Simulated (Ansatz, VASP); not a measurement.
Ge: VASP beside Ansatz

```
Ge
1.0
     3.14595    0.00000    0.00000
    -1.57298    2.72448    0.00000
     0.00000    0.00000    4.87697
Ge
2
Direct
  0.33333 0.66667 0.25000
  0.66667 0.33333 0.75000
```

Alike in both runs: task single point; functional PBE; k mesh 19 × 19 × 11; occupations fermi-dirac, width 0.1 eV; no spin polarisation.

```csv
,VASP,Ansatz
version,VASP 6.6.1,Ansatz 0.2.0
potentials or method,"VASP PAW PBE potentials, release 64 (Ge_d), cutoff 520 eV","plane waves (420 eV) with PAW, scalar-relativistic"
valence electrons in the cell,28,28
```

```tsv
	VASP	Ansatz	Ansatz less VASP
pressure (GPa)	-4.0	-4.0	0.00
traceless stress, the component that is largest in VASP (GPa)	1.64	1.64	-0.007
```

The functional is the same, so the differences come from potentials, cutoffs and numerics.
